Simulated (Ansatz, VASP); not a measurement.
**WC in VASP and in Ansatz**

```
W C
1.0
     0.00000    2.19268    2.19268
     2.19268    0.00000    2.19268
     2.19268    2.19268    0.00000
W C
1 1
Direct
  0.00000 0.00000 0.00000
  0.50000 0.50000 0.50000
```

Alike in both runs: task relaxation of cell and atoms; functional BLYP; dispersion D3(BJ); k mesh 11 × 11 × 11; no spin polarisation.

```csv
,VASP,Ansatz
version,VASP 6.6.1,Ansatz 0.2.0
potentials or method,"VASP PAW PBE potentials, release 64 (W_sv, C)","plane waves, PAW"
plane-wave cutoff (eV),600,420
occupations,"gaussian, width 0.1 eV",gaussian
valence electrons in the cell,18,18
```

```tsv
	VASP	Ansatz	Ansatz less VASP
relaxed volume (Å³/atom)	10.46	10.39	-0.063
relaxed cell length with the largest relative difference (Å)	3.092	3.086	-0.0063
```

VASP's potentials were made for PBE, not for BLYP.

Neither program's run includes spin-orbit coupling. Noted on VASP's run: too few bands were computed for a metal, which touches its energy and stress.
